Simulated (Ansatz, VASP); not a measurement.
Two plane-wave programs on InSe

The input INCAR:

```
SYSTEM = InSe
PREC     = Accurate       ! precision mode
ENCUT    = 520            ! plane-wave cutoff, eV
EDIFF    = 1E-6           ! SCF threshold, eV
ISMEAR   = 0              ! smearing method
SIGMA    = 0.05           ! smearing width, eV
LREAL    = .FALSE.        ! projectors in reciprocal space
LASPH    = .TRUE.         ! aspherical terms in the spheres
NELM     = 100            ! most SCF steps
ALGO     = Normal         ! electronic algorithm
ISIF     = 2              ! what is computed and relaxed
LWAVE    = .FALSE.        ! write WAVECAR
LCHARG   = .FALSE.        ! write CHGCAR
LDIPOL   = .TRUE.       
IDIPOL   = 3            
DIPOL    = 0.5 0.5 0.412
GGA      = PE             ! functional
IVDW     = 12             ! dispersion correction
NBANDS   = 48             ! bands
```

Contents of KPOINTS:

```
Automatic mesh
0
G
  9 9 1
  0 0 0
```

The input POSCAR:

```
InSe
1.0
    4.0266104108      0.0000000000      0.0000000000
   -2.0133052054      3.4871469069      0.0000000000
    0.0000000000      0.0000000000     28.2707105452
Se In
4 4
Direct
    0.0000000000      0.0000000000      0.1591753413
    0.0000000000      0.0000000000      0.3496677332
    0.2222222222      0.4444444444      0.4738244994
    0.2222222222      0.4444444444      0.6643168913
    0.6666666667      0.3333333333      0.2049979888
    0.6666666667      0.3333333333      0.3038451603
   -0.4444444444      0.1111111111      0.5196471469
   -0.4444444444      0.1111111111      0.6184943184
```

Input for Ansatz:

```yaml
crystal:
  lattice:
    - [4.026610364, 0.0, 0.0]
    - [-2.013305182, 3.4871468663, 0.0]
    - [0.0, 0.0, 28.2707108021]
  atoms:
    - { symbol: Se, position: [0.0, 0.0, 0.1591753399] }
    - { symbol: In, position: [0.6666666667, 0.3333333333, 0.2049979895] }
    - { symbol: In, position: [0.6666666667, 0.3333333333, 0.3038451603] }
    - { symbol: Se, position: [0.0, 0.0, 0.3496677346] }
    - { symbol: Se, position: [0.2222222222, 0.4444444444, 0.4738244997] }
    - { symbol: In, position: [-0.4444444444, 0.1111111111, 0.5196471493] }
    - { symbol: In, position: [-0.4444444444, 0.1111111111, 0.6184943201] }
    - { symbol: Se, position: [0.2222222222, 0.4444444444, 0.6643168944] }
basis:
  ecutwfc: 420
kpoints:
  mp_grid: { grid: [9, 9, 1] }
hamiltonian:
  xc: pbe
  pseudopotentials: { kind: paw, azcp: { folder: soft_1 } }
  dispersion: d3bj
scf:
  occupations: { method: gaussian, width: 0.05 }
output:
  forces: true
  eigenvalues: true
efield:
  axis: 3
  dipole_correction: true
  ramp_width: 0.04
```

Alike in both runs: task single point; functional PBE; dispersion D3(BJ); k mesh 9 × 9 × 1; occupations gaussian, width 0.05 eV; no spin polarisation.

|  | VASP | Ansatz |
| --- | --- | --- |
| version | VASP 6.6.1 | Ansatz 0.2.0 |
| potentials or method | VASP PAW PBE potentials, release 64 (Se, In_d), cutoff 520 eV | scalar-relativistic, plane waves, PAW |
| valence electrons in the cell | 76 | 116 |

```tsv
	VASP	Ansatz	Ansatz less VASP
gap on the k mesh at the Fermi level (eV)	1.20	1.21	+0.010
least direct gap on the mesh (eV)	1.24	1.25	+0.009
rms of the force components (eV/Å)	0.021	0.018	-0.0024
```

VASP's potentials hold 76 valence electrons a cell and Ansatz's 116, so a difference there can come from the potentials and not from the codes.
